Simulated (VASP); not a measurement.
Si2C:

```
Si C
1.0
     3.44078    0.00000    0.00000
    -1.72039    2.97980    0.00000
     0.00000    0.00000    8.42815
Si C
4 2
Direct
  0.00000 0.00000 0.37500
  0.33333 0.66667 0.04167
  0.00000 0.00000 0.62500
  0.66667 0.33333 0.95833
  0.66667 0.33333 0.70833
  0.33333 0.66667 0.29167
```

- Program: VASP 6.6.1
- Task: relaxation of cell and atoms
- Functional: PBE
- Potentials or basis: VASP PAW PBE potentials, release 64 (Si, C)
- Cutoff: 600 eV
- k mesh: 6 × 6 × 2
- Occupations: gaussian, width 0.1 eV
- Spin: no spin polarisation

At the start: pressure -0.4 GPa; volume 14.40 Å³/atom.

How do energy, volume and symmetry change on relaxing?

Over 15 steps the energy falls by 333.4 meV/atom and the volume is 13.02 Å³/atom (-9.6 %); space group P-3m1 (No. 164, to 0.05 Å).

The path:
```csv
step,energy change (eV),largest force (eV/Å),pressure (GPa),volume (Å³)
1,0.0000,5.4755,-0.39,86.41
2,-1.1969,2.5479,-8.69,85.98
3,-1.5483,1.0475,-7.63,86.13
4,-1.7787,0.8623,3.11,78.39
5,-1.7981,0.7205,0.36,80.04
6,-1.9188,0.9467,1.79,78.41
7,-1.9233,1.4136,2.20,77.95
8,-1.9871,0.3453,0.12,78.03
9,-1.9877,0.4383,0.25,78.02
10,-1.9985,0.1617,0.10,78.13
11,-1.9986,0.1698,0.09,78.14
12,-1.9997,0.0792,-0.03,78.19
13,-1.9999,0.0815,-0.12,78.23
14,-2.0004,0.0475,-0.08,78.18
15,-2.0005,0.0210,-0.03,78.14
```

Final structure:
```cif
data_structure
_symmetry_space_group_name_H-M 'P 1'
_symmetry_Int_Tables_number 1
_cell_length_a 3.2316
_cell_length_b 3.2316
_cell_length_c 8.6399
_cell_angle_alpha 90.000
_cell_angle_beta 90.000
_cell_angle_gamma 120.000
_cell_volume 78.14
loop_
_atom_site_label
_atom_site_type_symbol
_atom_site_fract_x
_atom_site_fract_y
_atom_site_fract_z
_atom_site_occupancy
Si1 Si 0.00000 0.00000 0.36232 1
Si2 Si 0.33333 0.66667 0.07315 1
Si3 Si 0.00000 0.00000 0.63768 1
Si4 Si 0.66667 0.33333 0.92685 1
C1 C 0.66667 0.33333 0.70690 1
C2 C 0.33333 0.66667 0.29310 1
```

Caveat: the k points lie up to 0.37 Å⁻¹ apart in the final cell.
